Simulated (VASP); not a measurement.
Write the native input for VASP 6.6.1 that does the following.

```
Task                   : single point
Functional             : PBE
Potentials or basis    : VASP PAW PBE potentials, release 64 (Pb_d, O)
Cutoff                 : 520 eV
k mesh                 : 5 × 5 × 5
Occupations            : fermi-dirac, width 0.05 eV
Spin                   : no spin polarisation
Dipole correction      : no
Further INCAR settings : ALGO = Normal; EDIFF = 1e-06; NBANDS = 43
```

The structure of Pb2O lies in POSCAR:

```
Pb2O
1.0
    5.3800000000      0.0000000000      0.0000000000
    0.0000000000      5.3800000000      0.0000000000
    0.0000000000      0.0000000000      5.3800000000
Pb O
4 2
Direct
    0.7500000000      0.2500000000      0.7500000000
    0.2500000000      0.7500000000      0.7500000000
    0.7500000000      0.7500000000      0.2500000000
    0.2500000000      0.2500000000      0.2500000000
    0.5000000000      0.5000000000      0.5000000000
    0.0000000000      0.0000000000      0.0000000000
```

These files were run (other wordings do the same):

INCAR

```
PREC = Accurate ; ENCUT = 520
EDIFF = 1E-6 ; ISMEAR = -1
SIGMA = 0.05 ; LREAL = False
LASPH = True ; NELM = 100
ALGO = Normal ; ISIF = 2
LWAVE = False ; LCHARG = True
GGA = PE ; LELF = True
LVHAR = True ; NBANDS = 43
```

KPOINTS

```
regular mesh
0
Gamma
  5 5 5
```

Potentials or basis: VASP PAW PBE potentials, release 64 (Pb_d, O).

The run is started by

```bash
$ cat potpaw_PBE.64/Pb_d/POTCAR potpaw_PBE.64/O/POTCAR > POTCAR
$ mpirun -np 1 vasp_std > vasp.out
```

It gave:

* Pressure: 2.9 GPa
* Band gap on the k mesh: zero (band 34 reaches 5.03 eV, above the bottom of band 35 at 4.70 eV)

Caveat: spin-orbit coupling is left out, which moves the levels of the heavy elements.

It took 3 min on 1 thread of AMD EPYC 7R13 (shared host), peak memory 0.23 GiB.
